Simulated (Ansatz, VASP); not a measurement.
CO2 in VASP and in Ansatz

```
C O
1.0
     4.59463    0.00000    0.00000
     0.00000    4.59463    0.00000
     0.57418    0.00000    4.78481
C O
2 4
Direct
  0.50000 0.50000 0.50000
  0.00000 0.00000 0.00000
  0.31788 0.67787 0.50801
  0.68212 0.32213 0.49199
  0.18212 0.17787 0.99199
  0.81788 0.82213 0.00801
```

Change from the starting cell: shear of c along a, cell held, atoms relaxed: +12.0 %.

Alike in both runs: functional PBEsol; k mesh 6 × 6 × 6; occupations gaussian, width 0.02 eV; no spin polarisation.

Ansatz relaxed the structure, and its values are those at the end. VASP's run is a single point on that final structure, the one shown.

|  | VASP | Ansatz |
| --- | --- | --- |
| version | VASP 6.6.1 | Ansatz 0.2.0 |
| potentials or method | VASP PAW PBE potentials, release 64 (C, O), cutoff 520 eV | scalar-relativistic, plane waves, PAW |
| valence electrons in the cell | 32 | 32 |

|  | VASP | Ansatz | Ansatz less VASP |
| --- | --- | --- | --- |
| gap on the k mesh at the Fermi level (eV) | 6.56 | 6.58 | +0.018 |
| least direct gap on the mesh (eV) | 6.69 | 6.71 | +0.018 |
| pressure (GPa) | 1.6 | 0.1 | -1.47 |
| rms of the force components (eV/Å) | 0.332 | 0.000 | -0.3320 |

VASP's potentials were made for PBE, not for PBEsol. Ansatz's warnings: stress scf threshold loose.

Noted on VASP's run: the standard files for N, O and F lose accuracy on very short bonds.
